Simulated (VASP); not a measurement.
# NaCl (Fm-3m) in VASP: a series of runs, part 2 of 2

VASP 6.6.1.

## (4) Single point, r2SCAN

This run uses another cell than the first one, of 22.05 Å³/atom.

File POSCAR:

```
NaCl
1.0
    0.0000000000      2.8039805846      2.8039805846
    2.8039805846      0.0000000000      2.8039805846
    2.8039805846      2.8039805846      0.0000000000
Na Cl
1 1
Direct
    0.0000000000      0.0000000000      0.0000000000
    0.5000000000      0.5000000000      0.5000000000
```

File INCAR.step1:

```
SYSTEM = NaCl
PREC     = Accurate       ! precision mode
ENCUT    = 520            ! plane-wave cutoff, eV
ISMEAR   = 0              ! smearing method
SIGMA    = 0.02           ! smearing width, eV
LREAL    = .False.        ! projectors in reciprocal space
LASPH    = .True.         ! aspherical terms in the spheres
NELM     = 80             ! most SCF steps
NBANDS   = 14             ! bands
GGA      = PE             ! functional
ALGO     = Normal         ! electronic algorithm
EDIFF    = 1E-4           ! SCF threshold, eV
LWAVE    = .True.         ! write WAVECAR
LCHARG   = .False.        ! write CHGCAR
```

File INCAR.step2:

```
SYSTEM = NaCl
PREC     = Accurate       ! precision mode
ENCUT    = 520            ! plane-wave cutoff, eV
EDIFF    = 1E-7           ! SCF threshold, eV
ISMEAR   = 0              ! smearing method
SIGMA    = 0.02           ! smearing width, eV
LREAL    = .False.        ! projectors in reciprocal space
LASPH    = .True.         ! aspherical terms in the spheres
NELM     = 80             ! most SCF steps
ALGO     = Normal         ! electronic algorithm
ISIF     = 2              ! what is computed and relaxed
LWAVE    = .False.        ! write WAVECAR
LCHARG   = .False.        ! write CHGCAR
METAGGA  = R2SCAN         ! meta-GGA
LMIXTAU  = .True.       
NBANDS   = 14             ! bands
ISTART   = 1
```

File KPOINTS:

```
regular mesh
0
Gamma
  8 8 8
  0 0 0
```

Potentials or basis: VASP PAW PBE potentials, release 64 (Na_pv, Cl).

Started as:

```bash
cat potpaw_PBE.64/Na_pv/POTCAR potpaw_PBE.64/Cl/POTCAR > POTCAR
cp INCAR.step1 INCAR
mpirun -np 1 vasp_std > vasp.out
cp INCAR.step2 INCAR
mpirun -np 1 vasp_std > vasp.out
```

OUTCAR:

```text
SYSTEM = NaCl
   PREC = Accurate
   ENCUT = 520
   EDIFF = 1E-7
   ISMEAR = 0
   LREAL = .False.
   LASPH = .True.
   NELM = 80
   ISIF = 2
   METAGGA = R2SCAN
   ISTART = 1

 ion  position               nearest neighbor table
   1  0.000  0.000  0.000-
   2  0.500  0.500  0.500-

  LATTYP: Found a face centered cubic cell.
 ALAT       =     5.6079611692

  Lattice vectors:

 A1 = (   0.0000000000,   2.8039805846,   2.8039805846)
 A2 = (   2.8039805846,   0.0000000000,   2.8039805846)
 A3 = (   2.8039805846,   2.8039805846,   0.0000000000)

Analysis of symmetry for initial positions (statically):
=====================================================================
 Subroutine PRICEL returns:
 Original cell was already a primitive cell.

 Routine SETGRP: Setting up the symmetry group for a
 face centered cubic supercell.

 Subroutine GETGRP returns: Found 48 space group operations
 (whereof 48 operations were pure point group operations)
 out of a pool of 48 trial point group operations.

The static configuration has the point symmetry O_h .

Analysis of symmetry for dynamics (positions and initial velocities):
=====================================================================
 Subroutine PRICEL returns:
 Original cell was already a primitive cell.

 Routine SETGRP: Setting up the symmetry group for a
 face centered cubic supercell.

 Subroutine GETGRP returns: Found 48 space group operations
 (whereof 48 operations were pure point group operations)
 out of a pool of 48 trial point group operations.

The dynamic configuration has the point symmetry O_h .

 Subroutine INISYM returns: Found 48 space group operations
 (whereof 48 operations are pure point group operations),
 and found     1 'primitive' translations

----------------------------------------------------------------------------------------

                                     Primitive cell

  volume of cell :      44.0915

[... 118 lines left out ...]
   LRPA    =     F    only Hartree local field effects (RPA)
 non-spin polarized calculation
 Gauss-broadening in eV      SIGMA  =   0.02
  energy-cutoff  :      520.00
  volume of cell :       44.09
 maximum number of plane-waves:      1243
 NGX is ok and might be reduce to    30
   NGX = 15   NGY = 15   NGZ = 15

 number of electron      14.0000003 magnetization

 Free energy of the ion-electron system (eV)
  ---------------------------------------------------
  ext. energy  EPLUGINS =         0.00000000
  ---------------------------------------------------
  free energy    TOTEN  =       -13.79002996 eV

  energy without entropy =      -13.79002996  energy(sigma->0) =      -13.79002996

 E-fermi :  -0.8521     XC(G=0):  -8.7244

 val. band max:       -1.0652783054   @ k =   0.0000   0.0000   0.0000
 cond. band min:       4.9272434142   @ k =   0.0000   0.0000   0.0000
 fundamental gap:      5.9925217196
 Fermi energy:        -0.8520967762

 k-point     1 :       0.0000    0.0000    0.0000
  band No.  band energies     occupation
      1     -22.5530      2.00000
      2     -22.5526      2.00000
      3     -22.5526      2.00000
      4     -14.3270      2.00000
      5      -1.0653      2.00000
      6      -1.0653      2.00000
      7      -1.0653      2.00000
      8       4.9272      0.00000
      9      10.7112      0.00000
     10      10.7112      0.00000
     11      10.7112      0.00000
     12      12.9821      0.00000
     13      12.9821      0.00000
     14      14.6124      0.00000
[... 377 lines left out ...]
      1     -22.5772      2.00000
      2     -22.5610      2.00000
      3     -22.5570      2.00000
      4     -13.9342      2.00000
      5      -2.7633      2.00000
      6      -1.8639      2.00000
      7      -1.5030      2.00000
      8       7.9978      0.00000
      9       9.4675      0.00000
     10      10.0334      0.00000
     11      11.5878      0.00000
     12      14.2167      0.00000
     13      15.6460      0.00000
     14      16.5536      0.00000

 [... further k-points ...]

------------------------ aborting loop because EDIFF is reached ----------------------------------------

  FORCE on cell =-STRESS in cart. coord.  units (eV):
  Direction    XX          YY          ZZ          XY          YZ          ZX
  --------------------------------------------------------------------------------------
  -------------------------------------------------------------------------------------
  Total       -0.0545748     -0.0545748     -0.0545748     -0.0000000     -0.0000000      0.0000000
  in kB       -1.9831125     -1.9831125     -1.9831125     -0.0000000     -0.0000000      0.0000000
  external PRESSURE =      -1.9831125 kB  Pullay stress =       0.0000000 kB

 VOLUME and BASIS-vectors are now :
 -----------------------------------------------------------------------------
  energy-cutoff  :      520.00
  volume of cell :       44.09
      direct lattice vectors                 reciprocal lattice vectors
     0.000000000  2.803980585  2.803980585    -0.178317925  0.178317925  0.178317925
     2.803980585  0.000000000  2.803980585     0.178317925 -0.178317925  0.178317925
     2.803980585  2.803980585  0.000000000     0.178317925  0.178317925 -0.178317925

 POSITION                                       TOTAL-FORCE (eV/Angst)
 -----------------------------------------------------------------------------------
      0.00000      0.00000      0.00000        -0.000000      0.000000      0.000000
      2.80398      2.80398      2.80398         0.000000     -0.000000     -0.000000
 -----------------------------------------------------------------------------------
    total drift:                               -0.000000      0.000000      0.000000

  FREE ENERGIE OF THE ION-ELECTRON SYSTEM (eV)
  ---------------------------------------------------
  free  energy   TOTEN  =       -13.7900299581 eV

  energy  without entropy=      -13.7900299581  energy(sigma->0) =      -13.79002996
```

OSZICAR.step1:

```text
N       E                     dE             d eps       ncg     rms          rms(c)
DAV:   1     0.911804507424E+02    0.91180E+02   -0.70965E+03   826   0.101E+03
DAV:   2     0.393911175864E+00   -0.90787E+02   -0.84682E+02   892   0.257E+02
DAV:   3    -0.684987903140E+01   -0.72438E+01   -0.72036E+01  1064   0.685E+01
DAV:   4    -0.696242549466E+01   -0.11255E+00   -0.11249E+00   958   0.909E+00
DAV:   5    -0.696486876220E+01   -0.24433E-02   -0.24432E-02  1040   0.136E+00    0.216E+00
DAV:   6    -0.677581175586E+01    0.18906E+00   -0.31293E-01   992   0.328E+00    0.161E+00
DAV:   7    -0.676435356202E+01    0.11458E-01   -0.80932E-02  1116   0.164E+00    0.110E+00
DAV:   8    -0.676991806174E+01   -0.55645E-02   -0.97564E-03   914   0.854E-01    0.300E-01
DAV:   9    -0.676980115477E+01    0.11691E-03   -0.21397E-04  1016   0.113E-01    0.160E-01
DAV:  10    -0.676991465215E+01   -0.11350E-03   -0.30181E-04   938   0.139E-01    0.645E-02
DAV:  11    -0.676990448107E+01    0.10171E-04   -0.16965E-05   574   0.405E-02
   1 F= -.67699045E+01 E0= -.67699045E+01  d E =-.894390E-42
```

Run time: 39 s. Hardware: 1 thread of Intel Xeon 6975P-C (Granite Rapids), shared host; peak memory 0.17 GiB.

Results:

```
Free energy            : -13.7900 eV
Pressure               : -0.2 GPa
Band gap on the k mesh : 5.99 eV
```

Caveat: the PAW data sets were made with another functional, which shifts forces and pressure a little.

## (5) Overview

```tsv
cell	gap on the mesh (eV)	pressure (GPa)
a = 3.884 Å, angles 60.0°, 2 atoms	6.27	1.7
a = 3.925 Å, angles 60.0°, 2 atoms	6.12	0.7
a = 3.965 Å, angles 60.0°, 2 atoms	5.99	-0.2
```

Alike in all rows: task single point; level r2SCAN; potentials or basis VASP PAW PBE potentials, release 64 (Na_pv, Cl); no spin polarisation; k mesh 8 × 8 × 8; cutoff (eV) 520; smearing gaussian 0.02 eV.

Caveats: the PAW data sets were made with another functional, which shifts forces and pressure a little.

Total energies depend on the potentials used, so only differences within one code and one set of settings carry meaning.
